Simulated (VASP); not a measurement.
# BaTiO3 (Pmm2) in VASP: further runs

Runs on BaTiO3. Level: r2SCAN. Tasks: single point.

All numbers are computed with VASP 6.6.1; they aren't measurements. Logs are shortened: lines on timing, memory, paths and dates and some standing lists are left out, and cuts for length are marked.

## Step 1: The cell of the first run

Symmetry: Pmm2, No. 25, orthorhombic system. Conventional cell: a = 3.972 Å, b = 3.992 Å, c = 4.112 Å, α = 90.00°, β = 90.00°, γ = 90.00°. Ba (site symmetry mm2) has 12 O at 2.79 to 2.93 Å and 8 Ti at 3.44 to 3.53 Å within 3.7 Å. Ti (site symmetry mm2) has 6 O at 1.82 to 2.29 Å within 2.4 Å. Within 2.4 Å of O (site symmetry mm2) lie 2 Ti at 1.82 to 2.29 Å. O (site symmetry mm2) has 2 Ti at 1.99 Å within 2.6 Å. O (site symmetry mm2) has 2 Ti at 2.00 Å within 2.7 Å.

## Step 2: Single point, r2SCAN (strain +0.0050 x Voigt [1, 0, 0, 0, 0, 0])

Input file POSCAR:

```
BaTiO3
1.0
    3.9921783836      0.0000000000      0.0000000000
    0.0000000000      3.9723167996      0.0000000000
    0.0000000000      0.0000000000      4.1123825565
Ba Ti O
1 1 3
Direct
    0.0000000000      0.0000000000      0.9926109048
    0.5000000000      0.5000000000      0.4745255192
    0.5000000000      0.5000000000      0.0315737038
    0.5000000000      0.0000000000      0.5146449361
    0.0000000000      0.5000000000      0.5146449361
```

Input file INCAR.step1:

```
ALGO = Normal
EDIFF = 1E-4
ENCUT = 520
GGA = PE
ISMEAR = 0
LASPH = T
LCHARG = F
LREAL = F
LWAVE = T
NBANDS = 28
NELM = 80
PREC = Accurate
SIGMA = 0.05
```

Input file INCAR.step2:

```
ALGO = Normal
EDIFF = 1E-6
ENCUT = 520
ISIF = 2
ISMEAR = 0
ISTART = 1
LASPH = T
LCHARG = F
LMIXTAU = T
LREAL = F
LWAVE = F
METAGGA = R2SCAN
NBANDS = 28
NELM = 80
PREC = Accurate
SIGMA = 0.05
```

Input file KPOINTS:

```
k-points
0
Gamma
  8 8 8
```

Potentials or basis: VASP PAW PBE potentials, release 64 (Ba_sv, Ti_sv, O).

Launch:

```sh
$ cat potpaw_PBE.64/Ba_sv/POTCAR potpaw_PBE.64/Ti_sv/POTCAR potpaw_PBE.64/O/POTCAR > POTCAR
$ cp INCAR.step1 INCAR
$ mpirun -np 1 vasp_std > vasp.out
$ cp INCAR.step2 INCAR
$ mpirun -np 1 vasp_std > vasp.out
```

OUTCAR:

```text
EDIFF = 1E-6
   ENCUT = 520
   ISIF = 2
   ISMEAR = 0
   ISTART = 1
   LASPH = T
   LREAL = F
   METAGGA = R2SCAN
   NELM = 80
   PREC = Accurate

 ion  position               nearest neighbor table
   1  0.000  0.000  0.993-   5 2.79   5 2.79   4 2.80   4 2.80   3 2.82   3 2.82   3 2.82   3 2.82
                             5 2.92   5 2.92   4 2.93   4 2.93   2 3.44   2 3.44   2 3.44   2 3.44
   2  0.500  0.500  0.475-   3 1.82   4 1.99   4 1.99   5 2.00   5 2.00   3 2.29   1 3.44   1 3.44
                             1 3.44   1 3.44   1 3.53   1 3.53   1 3.53   1 3.53
   3  0.500  0.500  0.032-   2 1.82   2 2.29   1 2.82   1 2.82   1 2.82   1 2.82
   4  0.500  0.000  0.515-   2 1.99   2 1.99   1 2.80   1 2.80   1 2.93   1 2.93
   5  0.000  0.500  0.515-   2 2.00   2 2.00   1 2.79   1 2.79   1 2.92   1 2.92

  LATTYP: Found a simple orthorhombic cell.
 ALAT       =     3.9723167996
 B/A-ratio  =     1.0050000000
 C/A-ratio  =     1.0352604699

  Lattice vectors:

 A1 = (   0.0000000000,  -3.9723167996,   0.0000000000)
 A2 = (   3.9921783836,   0.0000000000,   0.0000000000)
 A3 = (   0.0000000000,   0.0000000000,   4.1123825565)

Analysis of symmetry for initial positions (statically):
=====================================================================
 Subroutine PRICEL returns:
 Original cell was already a primitive cell.

 Routine SETGRP: Setting up the symmetry group for a
 simple orthorhombic supercell.

 Subroutine GETGRP returns: Found  4 space group operations
 (whereof  4 operations were pure point group operations)
 out of a pool of  8 trial point group operations.

The static configuration has the point symmetry C_2v.

Analysis of symmetry for dynamics (positions and initial velocities):
=====================================================================
 Subroutine PRICEL returns:
 Original cell was already a primitive cell.

 Routine SETGRP: Setting up the symmetry group for a
 simple orthorhombic supercell.

 Subroutine GETGRP returns: Found  4 space group operations
 (whereof  4 operations were pure point group operations)
 out of a pool of  8 trial point group operations.

The dynamic configuration has the point symmetry C_2v.

 Subroutine INISYM returns: Found  4 space group operations
 (whereof  4 operations are pure point group operations),
 and found     1 'primitive' translations

[... 96 lines left out ...]
   LSORBIT =      F    spin-orbit coupling
   LASPH  =      T    aspherical Exc in radial PAW
   ENCUT  =  520.0 eV  38.22 Ry    6.18 a.u.   7.42  7.39  7.65*2*pi/ulx,y,z
   NELM   =     80;   NELMIN=  2; NELMDL=  0     # of ELM steps
   EDIFF  = 0.1E-05   stopping-criterion for ELM
   LREAL  =      F    real-space projection
   EDIFFG = 0.1E-04   stopping-criterion for IOM
   NSW    =      0    number of steps for IOM
   IBRION =     -1    ionic relax: 0-MD 1-quasi-New 2-CG
   NFREE  =      0    steps in history (QN), initial steepest desc. (CG)
   ISIF   =      2    stress and relaxation
   ISYM   =      2    0-nonsym 1-usesym 2-fastsym
   POTIM  = 0.5000    time-step for ionic-motion
   TEBEG  =    0.0;   TEEND  =   0.0 temperature during run
   PSTRESS=    0.0 pullay stress
   NELECT =      40.0000    total number of electrons
   NUPDOWN=      -1.0000    fix difference up-down
   EMIN   =  10.00;   EMAX   =-10.00  energy-range for DOS
   EFERMI =   0.00;   METHOD = LEGACY
   ISMEAR =     0;   SIGMA  =   0.05  broadening in eV -4-tet -1-fermi 0-gaus
   EFERMI_NEDOS =   21; number of points for ismear=-14 and -15
   IALGO  =     38    algorithm
   IMIX   =      4    mixing-type and parameters
     AMIX     =   0.40;   BMIX     =  1.00
     AMIX_MAG =   1.60;   BMIX_MAG =  1.00
  volume/ion in A,a.u.               =      13.04        88.02
  Fermi-wavevector in a.u.,A,eV,Ry     =   1.390953  2.628520 26.323867  1.934750
  Thomas-Fermi vector in A             =   2.514838
   LORBIT       =      0    0 simple, 1 ext, 2 COOP (PROOUT), +10 PAW based schemes
   METAGGA = R2SCAN    functional components
   LHFCALC =     F    Hartree Fock is set to
   AEXX    =    0.0000 exact exchange contribution
   IVDW    =     0    specifies the selected vdW correction
   LEPSILON=     F    determine dielectric tensor
   LRPA    =     F    only Hartree local field effects (RPA)
 non-spin polarized calculation
 Gauss-broadening in eV      SIGMA  =   0.05
  energy-cutoff  :      520.00
  volume of cell :       65.21
 maximum number of plane-waves:      1781
 NGX is ok and might be reduce to    30
   NGX = 15   NGY = 15   NGZ = 15

 number of electron      39.9999986 magnetization

 Free energy of the ion-electron system (eV)
  ---------------------------------------------------
  ext. energy  EPLUGINS =         0.00000000
  ---------------------------------------------------
  free energy    TOTEN  =       -74.26212991 eV

  energy without entropy =      -74.26212991  energy(sigma->0) =      -74.26212991

 E-fermi :   3.8852     XC(G=0): -11.8047

 val. band max:        3.5570161071   @ k =   0.5000   0.5000   0.5000
 cond. band min:       5.7559682699   @ k =   0.0000   0.0000   0.0000
 fundamental gap:      2.1989521628
 Fermi energy:         3.8851925147

 k-point     1 :       0.0000    0.0000    0.0000
  band No.  band energies     occupation
      1     -55.2649      2.00000
      2     -30.5313      2.00000
      3     -30.4171      2.00000
      4     -30.4141      2.00000
      5     -22.1587      2.00000
      6     -14.4234      2.00000
[... 733 lines left out ...]
     27      12.1708      0.00000
     28      13.4413      0.00000

 [... further k-points ...]
[... 5 lines left out ...]
  --------------------------------------------------------------------------------------
  -------------------------------------------------------------------------------------
  Total        0.1310539      0.5250635      0.6032468      0.0000000      0.0000000      0.0000000
  in kB        3.2196848     12.8995649     14.8203446      0.0000000      0.0000000      0.0000000
  external PRESSURE =      10.3131981 kB  Pullay stress =       0.0000000 kB

 VOLUME and BASIS-vectors are now :
 -----------------------------------------------------------------------------
  energy-cutoff  :      520.00
  volume of cell :       65.21
      direct lattice vectors                 reciprocal lattice vectors
     3.992178384  0.000000000  0.000000000     0.250489809  0.000000000  0.000000000
     0.000000000  3.972316800  0.000000000     0.000000000  0.251742258  0.000000000
     0.000000000  0.000000000  4.112382557     0.000000000  0.000000000  0.243168039

 POSITION                                       TOTAL-FORCE (eV/Angst)
 -----------------------------------------------------------------------------------
      0.00000      0.00000      4.08200         0.000000      0.000000      0.027805
      1.99609      1.98616      1.95143         0.000000      0.000000      0.155400
      1.99609      1.98616      0.12984         0.000000      0.000000     -0.140011
      1.99609      0.00000      2.11642         0.000000      0.000000     -0.008718
      0.00000      1.98616      2.11642         0.000000      0.000000     -0.034477
 -----------------------------------------------------------------------------------
    total drift:                                0.000000      0.000000     -0.010879

  FREE ENERGIE OF THE ION-ELECTRON SYSTEM (eV)
  ---------------------------------------------------
  free  energy   TOTEN  =       -74.2621299148 eV

  energy  without entropy=      -74.2621299148  energy(sigma->0) =      -74.26212991
```

It took 8.3 min on 1 thread of AMD EPYC 9R45 (Zen 5), shared host; peak memory 0.31 GiB.

What came out:

| Item | Value |
| --- | --- |
| Free energy | -74.2621 eV |
| Pressure | 1.0 GPa |
| Largest force | 0.155 eV/Å |
| Band gap on the k mesh | 2.20 eV, indirect (least direct gap 2.69 eV) |

Forces on the atoms (eV/Å):
```
Ba   0.000  0.000  0.028
Ti   0.000  0.000  0.155
O    0.000  0.000 -0.140
O    0.000  0.000 -0.009
O    0.000  0.000 -0.034
```

Stress tensor (GPa, compression positive):
```
0.32 0.00 0.00
0.00 1.29 0.00
0.00 0.00 1.48
```

Caveat: the cell differs from its parent crystal (strain +0.0050 x Voigt [1, 0, 0, 0, 0, 0]); the PAW data sets were made with another functional, which shifts forces and pressure a little; spin-orbit coupling is left out, which moves the levels of the heavy elements. A k mesh can miss the band edges.

## Step 3: Single point, r2SCAN (strain +0.0150 x Voigt [1, 0, 0, 0, 0, 0])

POSCAR, as its differences from that of step 2:

```diff
@@ -2,3 +2,3 @@
 1.0
-    3.9921783836      0.0000000000      0.0000000000
+    4.0319015516      0.0000000000      0.0000000000
     0.0000000000      3.9723167996      0.0000000000
```

Input file INCAR.step1:

```
SYSTEM = BaTiO3
PREC     = Accurate       ! precision mode
ENCUT    = 520            ! plane-wave cutoff, eV
ISMEAR   = 0              ! smearing method
SIGMA    = 0.05           ! smearing width, eV
LREAL    = .False.        ! projectors in reciprocal space
LASPH    = .True.         ! aspherical terms in the spheres
NELM     = 100            ! most SCF steps
NBANDS   = 28             ! bands
GGA      = PE             ! functional
ALGO     = Normal         ! electronic algorithm
EDIFF    = 1E-4           ! SCF threshold, eV
LWAVE    = .True.         ! write WAVECAR
LCHARG   = .False.        ! write CHGCAR
```

Input file INCAR.step2:

```
SYSTEM = BaTiO3
PREC     = Accurate       ! precision mode
ENCUT    = 520            ! plane-wave cutoff, eV
EDIFF    = 1E-6           ! SCF threshold, eV
ISMEAR   = 0              ! smearing method
SIGMA    = 0.05           ! smearing width, eV
LREAL    = .False.        ! projectors in reciprocal space
LASPH    = .True.         ! aspherical terms in the spheres
NELM     = 100            ! most SCF steps
ALGO     = Normal         ! electronic algorithm
ISIF     = 2              ! what is computed and relaxed
LWAVE    = .False.        ! write WAVECAR
LCHARG   = .False.        ! write CHGCAR
METAGGA  = R2SCAN         ! meta-GGA
LMIXTAU  = .True.       
NBANDS   = 28             ! bands
ISTART   = 1
```

Input file KPOINTS:

```
Automatic mesh
0
Gamma
  8 8 8
  0 0 0
```

Potentials or basis: VASP PAW PBE potentials, release 64 (Ba_sv, Ti_sv, O).

Launch:

```sh
$ cat potpaw_PBE.64/Ba_sv/POTCAR potpaw_PBE.64/Ti_sv/POTCAR potpaw_PBE.64/O/POTCAR > POTCAR
$ cp INCAR.step1 INCAR
$ mpirun -np 1 vasp_std > vasp.out
$ cp INCAR.step2 INCAR
$ mpirun -np 1 vasp_std > vasp.out
```

It took 7.9 min on 1 thread of AMD EPYC 9R45 (Zen 5), shared host; peak memory 0.31 GiB.

Results (log left out):

* Free energy: -74.2583 eV
* Pressure: -0.7 GPa
* Largest force: 0.135 eV/Å
* Band gap on the k mesh: 2.18 eV, indirect (least direct gap 2.66 eV)

Forces in eV/Å, atoms in the order of the input:
```
Ba   0.000  0.000  0.024
Ti   0.000  0.000  0.135
O    0.000  0.000 -0.100
O    0.000  0.000  0.007
O    0.000  0.000 -0.066
```

Stress tensor (GPa, compression positive):
```
-2.55  0.00  0.00
 0.00  0.18  0.00
 0.00  0.00  0.42
```

Levels at points of the mesh, in eV from the valence-band top:
```csv
k point,band 17,band 18,band 19,band 20,band 21,band 22,band 23,band 24
"(0.00, 0.00, 0.00)",-1.27,-0.72,-0.50,-0.48,2.18,2.64,2.69,4.24
"(0.50, 0.00, 0.00)",-1.81,-1.62,-1.40,-1.20,2.77,3.75,3.83,4.42
"(0.00, 0.50, 0.00)",-1.94,-1.72,-1.37,-1.21,2.74,3.87,3.96,4.34
"(0.50, 0.50, 0.00)",-2.02,-1.17,-1.17,-0.08,3.87,3.99,4.29,4.72
"(0.00, 0.00, 0.50)",-2.02,-1.97,-0.77,-0.75,2.31,3.86,3.88,4.24
"(0.50, 0.00, 0.50)",-1.87,-1.13,-1.08,-0.41,3.78,3.89,4.16,5.18
"(0.00, 0.50, 0.50)",-1.86,-1.01,-0.95,-0.38,3.88,3.91,4.23,5.04
"(0.50, 0.50, 0.50)",-2.56,-0.33,-0.31,0.00,4.40,4.46,4.48,6.75
```

Caveat: the cell differs from its parent crystal (strain +0.0150 x Voigt [1, 0, 0, 0, 0, 0]); the PAW data sets were made with another functional, which shifts forces and pressure a little; spin-orbit coupling is left out, which moves the levels of the heavy elements. A k mesh can miss the band edges.
